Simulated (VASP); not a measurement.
The system is Mn3Si.

```
Mn Si
1.0
     0.00000    2.86100    2.86100
     2.86100    0.00000    2.86100
     2.86100    2.86100    0.00000
Mn Si
3 1
Direct
  0.50000 0.50000 0.50000
  0.25000 0.25000 0.25000
  0.75000 0.75000 0.75000
  0.00000 0.00000 0.00000
```

Base run:

- Program: VASP 6.6.1
- Functional: LDA
- Potentials or basis: VASP PAW LDA potentials, release 64 (Mn_pv, Si)
- Cutoff: 520 eV
- k mesh: 10 × 10 × 10
- Occupations: fermi-dirac, width 0.05 eV
- Spin: collinear spin, ferrimagnetic start
- Starting moments: [1.451, -0.41, -0.411, 0.0] μB
- Fixed moment: 0.63 μB
- Hubbard terms: Mn d U = 8.0 eV

Its results: pressure 21.1 GPa; site moments Mn +4.29, -1.84 (each value once); Si +0.14 μB.

Task: The run is repeated on the same cell with these changes: hubbard terms from Mn d U = 8.0 eV to none; further incar settings from ALGO = Normal; EDIFF = 1e-06; NBANDS = 34 to ALGO = Normal; EDIFF = 1e-07; NBANDS = 34. What comes out?

Result: Pressure -25.4 GPa; site moments Mn +1.94, -0.68 (each value once); Si +0.03 μB.

Caveats: the total moment is fixed, so each spin has its own Fermi level; the cell stands under pressure (at least some runs); the U is typed as a test and isn't derived for this compound (at least some runs); the cell stands under tension (at least some runs).
